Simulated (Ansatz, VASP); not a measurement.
**ZnS: VASP beside Ansatz**

The input POSCAR:

```
ZnS
1.0
    0.0000000000      2.6940955531      2.5653177856
    2.6940955531      0.0000000000      2.5653177856
    2.6940955531      2.6940955531      0.0000000000
Zn S
1 1
Direct
    0.2500000000      0.2500000000      0.2500000000
    0.0000000000      0.0000000000      0.0000000000
```

INCAR.step1

```
SYSTEM = ZnS
PREC = Accurate
ENCUT = 520
EDIFF = 1E-5
ISMEAR = 0
SIGMA = 0.01
LREAL = .FALSE.
LASPH = .TRUE.
NELM = 60
ALGO = Normal
ISIF = 2
LWAVE = .TRUE.
GGA = PE
NBANDS = 16
```

INCAR.step2

```
SYSTEM = ZnS
PREC = Accurate
ENCUT = 520
EDIFF = 1E-7
ISMEAR = 0
SIGMA = 0.01
LREAL = .FALSE.
LASPH = .TRUE.
NELM = 60
ALGO = Normal
ISIF = 2
LWAVE = .FALSE.
LCHARG = .TRUE.
GGA = PE
LHFCALC = .TRUE.
HFSCREEN = 0.2079
PRECFOCK = Normal
LELF = .TRUE.
LVHAR = .TRUE.
ISTART = 1
NBANDS = 16
```

Contents of KPOINTS:

```
Automatic mesh
0
G
  6 6 6
  0 0 0
```

Input for Ansatz:

```yaml
crystal:
  lattice:
    - [0.0, 2.6940955531, 2.5653177856]
    - [2.6940955531, 0.0, 2.5653177856]
    - [2.6940955531, 2.6940955531, 0.0]
  atoms:
    - { symbol: Zn, position: [0.25, 0.25, 0.25] }
    - { symbol: S, position: [0.0, 0.0, 0.0] }
kpoints:
  mp_grid: { grid: [6, 6, 6] }
  band_path:
    path:
      - [0.0, 0.0, 0.0]
      - [-0.5, -0.5, 0.0]
      - [-0.375, -0.375, 0.25]
      - [-0.375, 0.0, 0.375]
      - [0.0, 0.0, 0.5]
      - [-0.5, -0.25, 0.25]
    npoints: 1
hamiltonian:
  xc: hse06
scf:
  occupations: { method: fixed }
  n_extra_bands: 4
output:
  forces: true
  stress: true
  eigenvalues: true
```

Change from the starting cell: uniaxial_z strain -4.8%.

Alike in both runs: task single point; functional HSE06; k mesh 6 × 6 × 6; no spin polarisation.

```csv
,VASP,Ansatz
version,VASP 6.6.1,Ansatz 0.2.0
potentials or method,"VASP PAW PBE potentials, release 64 (Zn, S)","plane waves, PAW"
plane-wave cutoff (eV),520,420
occupations,"gaussian, width 0.01 eV",fixed
valence electrons in the cell,18,18
```

```csv
,VASP,Ansatz,Ansatz less VASP
gap on the k mesh at the Fermi level (eV),3.49,3.49,+0.007
pressure (GPa),6.0,6.0,-0.02
"traceless stress, the component that is largest in VASP (GPa)",1.14,1.14,-0.004
```

Ansatz's warnings: stress exchange threshold loose, stress scf threshold loose.
